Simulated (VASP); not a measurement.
Cu, 1 atom in the cell. The structure is cubic, space group Fm-3m (No. 225). Conventional cell: a = 3.564 Å, b = 3.564 Å, c = 3.564 Å, α = 90.00°, β = 90.00°, γ = 90.00°. Within 3.3 Å of Cu (site symmetry m-3m) lie 12 Cu at 2.52 Å. 

| Property | Result |
| --- | --- |
| Program | VASP 6.6.1 |
| Task | vibrations by perturbation theory |
| Functional | PBEsol |
| Potentials or basis | VASP PAW PBE potentials, release 64 (Cu) |
| Cutoff | 520 eV |
| k mesh | 20 × 20 × 20 |
| Occupations | fermi-dirac, width 0.15 eV |
| Spin | no spin polarisation |
| Dipole correction | no |
| Further INCAR settings | ALGO = Fast; EDIFF = 1e-08; IBRION = 8; NSW = 1 |

Potentials or basis: VASP PAW PBE potentials, release 64 (Cu).

The run is started by

```sh
$ cat potpaw_PBE.64/Cu/POTCAR > POTCAR
$ mpirun -np 1 vasp_std > vasp.out
```

Hardware: 1 thread of Intel(R) Xeon(R) 6975P-C (Granite Rapids), with other jobs on the host.

Q: Estimate the wall time of this run.

A: Wall time 71 s on 1 thread of Intel(R) Xeon(R) 6975P-C (Granite Rapids) (shared host), peak memory 0.25 GiB. Counts: scf iterations 39, k points 256.
